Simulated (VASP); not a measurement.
# BN (lda) (F-43m) in VASP: a series of runs

Runs on BN (lda). Level: LDA. Tasks: single point.

Program: VASP 6.6.1. These are calculated values, not measurements. Logs are shortened: lines on timing, memory, paths and dates and some standing lists are left out, and cuts for length are marked.

### Step 1. The cell of the first run

Symmetry: F-43m, No. 216, cubic system. The conventional cell has a = 3.557 Å, b = 3.557 Å, c = 3.557 Å, α = 90.00°, β = 90.00°, γ = 90.00°. B (site symmetry -43m) has 4 N at 1.54 Å within 2.1 Å. Within 2.1 Å of N (site symmetry -43m) lie 4 B at 1.54 Å.

### Step 2. Single point, LDA (volume scaled by 0.98)

The input, INCAR:

```
SYSTEM = BN
PREC     = Accurate       ! precision mode
ENCUT    = 600            ! plane-wave cutoff, eV
EDIFF    = 1E-6           ! SCF threshold, eV
ISMEAR   = 0              ! smearing method
SIGMA    = 0.01           ! smearing width, eV
LREAL    = .False.        ! projectors in reciprocal space
LASPH    = .True.         ! aspherical terms in the spheres
NELM     = 120            ! most SCF steps
ALGO     = Normal         ! electronic algorithm
ISIF     = 2              ! what is computed and relaxed
LWAVE    = .False.        ! write WAVECAR
LCHARG   = .False.        ! write CHGCAR
NBANDS   = 11             ! bands
GGA_COMPAT= .False.
```

The input, KPOINTS:

```
regular mesh
0
Gamma
  12 12 12
  0 0 0
```

The input, POSCAR:

```
BN
1.0
    0.0000000000      1.7782590945      1.7782590945
    1.7782590945      0.0000000000      1.7782590945
    1.7782590945      1.7782590945      0.0000000000
B N
1 1
Direct
    0.0000000000      0.0000000000      0.0000000000
    0.2500000000      0.2500000000      0.2500000000
```

Potentials or basis: VASP PAW LDA potentials, release 64 (B, N).

The run is started by

```
$ cat potpaw_LDA.64/B/POTCAR potpaw_LDA.64/N/POTCAR > POTCAR
$ mpirun -np 1 vasp_std > vasp.out
```

OUTCAR:

```text
SYSTEM = BN
   PREC = Accurate
   ENCUT = 600
   EDIFF = 1E-6
   ISMEAR = 0
   LREAL = .False.
   LASPH = .True.
   NELM = 120
   ISIF = 2

 ion  position               nearest neighbor table
   1  0.000  0.000  0.000-   2 1.54   2 1.54   2 1.54   2 1.54
   2  0.250  0.250  0.250-   1 1.54   1 1.54   1 1.54   1 1.54

  LATTYP: Found a face centered cubic cell.
 ALAT       =     3.5565181890

  Lattice vectors:

 A1 = (   0.0000000000,   1.7782590945,   1.7782590945)
 A2 = (   1.7782590945,   0.0000000000,   1.7782590945)
 A3 = (   1.7782590945,   1.7782590945,   0.0000000000)

Analysis of symmetry for initial positions (statically):
=====================================================================
 Subroutine PRICEL returns:
 Original cell was already a primitive cell.

 Routine SETGRP: Setting up the symmetry group for a
 face centered cubic supercell.

 Subroutine GETGRP returns: Found 24 space group operations
 (whereof 24 operations were pure point group operations)
 out of a pool of 48 trial point group operations.

The static configuration has the point symmetry T_d .

Analysis of symmetry for dynamics (positions and initial velocities):
=====================================================================
 Subroutine PRICEL returns:
 Original cell was already a primitive cell.

 Routine SETGRP: Setting up the symmetry group for a
 face centered cubic supercell.

 Subroutine GETGRP returns: Found 24 space group operations
 (whereof 24 operations were pure point group operations)
 out of a pool of 48 trial point group operations.

The dynamic configuration has the point symmetry T_d .

 Subroutine INISYM returns: Found 24 space group operations
 (whereof 24 operations are pure point group operations),
 and found     1 'primitive' translations

----------------------------------------------------------------------------------------

                                     Primitive cell

  volume of cell :      11.2464

  direct lattice vectors                    reciprocal lattice vectors
     0.000000000  1.778259095  1.778259095    -0.281173875  0.281173875  0.281173875
     1.778259095  0.000000000  1.778259095     0.281173875 -0.281173875  0.281173875
     1.778259095  1.778259095  0.000000000     0.281173875  0.281173875 -0.281173875

  length of vectors
     2.514838129  2.514838129  2.514838129     0.487007437  0.487007437  0.487007437

  position of ions in fractional coordinates (direct lattice)
     0.000000000  0.000000000  0.000000000
     0.250000000  0.250000000  0.250000000

[... 85 lines left out ...]
   TEBEG  =    0.0;   TEEND  =   0.0 temperature during run
   PSTRESS=    0.0 pullay stress
   NELECT =       8.0000    total number of electrons
   NUPDOWN=      -1.0000    fix difference up-down
   EMIN   =  10.00;   EMAX   =-10.00  energy-range for DOS
   EFERMI =   0.00;   METHOD = LEGACY
   ISMEAR =     0;   SIGMA  =   0.01  broadening in eV -4-tet -1-fermi 0-gaus
   EFERMI_NEDOS =   21; number of points for ismear=-14 and -15
   IALGO  =     38    algorithm
   IMIX   =      4    mixing-type and parameters
     AMIX     =   0.40;   BMIX     =  1.00
     AMIX_MAG =   1.60;   BMIX_MAG =  1.00
  volume/ion in A,a.u.               =       5.62        37.95
  Fermi-wavevector in a.u.,A,eV,Ry     =   1.461391  2.761629 29.057472  2.135664
  Thomas-Fermi vector in A             =   2.577728
   LORBIT       =      0    0 simple, 1 ext, 2 COOP (PROOUT), +10 PAW based schemes
   GGA     = CA    functional components
   LHFCALC =     F    Hartree Fock is set to
   AEXX    =    0.0000 exact exchange contribution
   IVDW    =     0    specifies the selected vdW correction
   LEPSILON=     F    determine dielectric tensor
   LRPA    =     F    only Hartree local field effects (RPA)
 non-spin polarized calculation
 Gauss-broadening in eV      SIGMA  =   0.01
  energy-cutoff  :      600.00
  volume of cell :       11.25
 maximum number of plane-waves:       388
   NGX =  9   NGY =  9   NGZ =  9

 number of electron       7.9999999 magnetization

 Free energy of the ion-electron system (eV)
  ---------------------------------------------------
  ext. energy  EPLUGINS =         0.00000000
  ---------------------------------------------------
  free energy    TOTEN  =       -19.40860501 eV

  energy without entropy =      -19.40860501  energy(sigma->0) =      -19.40860501

 E-fermi :   8.1174     XC(G=0): -13.3417

 val. band max:        8.0130136852   @ k =   0.0000   0.0000   0.0000
 cond. band min:      12.4128560584   @ k =   0.5000   0.5000   0.0000
 fundamental gap:      4.3998423732
 Fermi energy:         8.1173993200

 k-point     1 :       0.0000    0.0000    0.0000
  band No.  band energies     occupation
      1     -12.6213      2.00000
      2       8.0130      2.00000
      3       8.0130      2.00000
      4       8.0130      2.00000
      5      16.9273      0.00000
      6      16.9273      0.00000
      7      16.9273      0.00000
      8      19.2584      0.00000
      9      33.4375      0.00000
     10      36.4102      0.00000
     11      36.4102      0.00000
[... 309 lines left out ...]
 k-point    24 :      -0.4167    0.1667    0.0000
  band No.  band energies     occupation
      1      -7.7222      2.00000
      2      -2.4307      2.00000
      3       3.7315      2.00000
      4       5.3035      2.00000
      5      17.4384      0.00000
      6      20.4779      0.00000
      7      20.8174      0.00000
      8      24.1750      0.00000
      9      29.3721      0.00000
     10      33.8068      0.00000
     11      35.4049      0.00000

 [... further k-points ...]

------------------------ aborting loop because EDIFF is reached ----------------------------------------

  FORCE on cell =-STRESS in cart. coord.  units (eV):
  Direction    XX          YY          ZZ          XY          YZ          ZX
  --------------------------------------------------------------------------------------
  -------------------------------------------------------------------------------------
  Total        0.6501649      0.6501649      0.6501649     -0.0000000      0.0000000     -0.0000000
  in kB       92.6230270     92.6230270     92.6230270     -0.0000000      0.0000000     -0.0000000
  external PRESSURE =      92.6230270 kB  Pullay stress =       0.0000000 kB

 VOLUME and BASIS-vectors are now :
 -----------------------------------------------------------------------------
  energy-cutoff  :      600.00
  volume of cell :       11.25
      direct lattice vectors                 reciprocal lattice vectors
     0.000000000  1.778259095  1.778259095    -0.281173875  0.281173875  0.281173875
     1.778259095  0.000000000  1.778259095     0.281173875 -0.281173875  0.281173875
     1.778259095  1.778259095  0.000000000     0.281173875  0.281173875 -0.281173875

 POSITION                                       TOTAL-FORCE (eV/Angst)
 -----------------------------------------------------------------------------------
      0.00000      0.00000      0.00000         0.000000      0.000000     -0.000000
      0.88913      0.88913      0.88913         0.000000     -0.000000      0.000000
 -----------------------------------------------------------------------------------
    total drift:                               -0.000000     -0.000000     -0.000000

  FREE ENERGIE OF THE ION-ELECTRON SYSTEM (eV)
  ---------------------------------------------------
  free  energy   TOTEN  =       -19.4086050136 eV

  energy  without entropy=      -19.4086050136  energy(sigma->0) =      -19.40860501
```

stdout:

```text
POSCAR found type information on POSCAR B N
 POSCAR found :  2 types and       2 ions
 scaLAPACK will be used
 LDA part: xc-table for (Slater(with rela. corr.)+CA(PZ))
 , standard interpolation
 POSCAR, INCAR and KPOINTS ok, starting setup
 FFT: planning ... GRIDC
 FFT: planning ... GRID_SOFT
 FFT: planning ... GRID
 WAVECAR not read
 entering main loop
```

It took 4.4 s on 1 thread of Intel Xeon 6975P-C, shared host; peak memory 0.12 GiB.

What came out:

```yaml
Free_energy: -19.4086 eV
Pressure: 9.3 GPa
Band_gap_on_the_k_mesh: 4.40 eV, indirect (least direct gap 8.91 eV)
```

 A k mesh can miss the band edges.

[end of part 1 of 2]
